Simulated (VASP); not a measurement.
YZr, 2 atoms in the cell. Symmetry: P-6m2, No. 187, hexagonal system. The conventional cell has a = 3.424 Å, b = 3.424 Å, c = 5.403 Å, α = 90.00°, β = 90.00°, γ = 120.00°. Within 4.4 Å of Y (site symmetry -6m2) lie 6 Zr at 3.35 Å and 6 Y at 3.42 Å. Zr (site symmetry -6m2) has 6 Y at 3.35 Å and 6 Zr at 3.42 Å within 4.4 Å. 

* Program: VASP 6.6.1
* Task: single point
* Functional: LDA
* Potentials or basis: VASP PAW LDA potentials, release 64 (Y_sv, Zr_sv)
* Cutoff: 500 eV
* k mesh: 5 × 5 × 3
* Occupations: methfessel-paxton, width 0.15 eV
* Spin: no spin polarisation
* Dipole correction: no
* Further INCAR settings: ALGO = Normal; EDIFF = 1e-06; NBANDS = 18

Potentials or basis: VASP PAW LDA potentials, release 64 (Y_sv, Zr_sv).

Launch:

```sh
$ cat potpaw_LDA.64/Y_sv/POTCAR potpaw_LDA.64/Zr_sv/POTCAR > POTCAR
$ mpirun -np 1 vasp_std > vasp.out
```

Hardware: 1 thread of Intel(R) Xeon(R) 6975P-C (Granite Rapids), on a shared host.

Question: How long does it take, and how much memory?

Answer: Wall time 5.4 s on 1 thread of Intel(R) Xeon(R) 6975P-C (Granite Rapids), on a shared host, peak memory 0.16 GiB. Counts: scf iterations 13, k points 10.
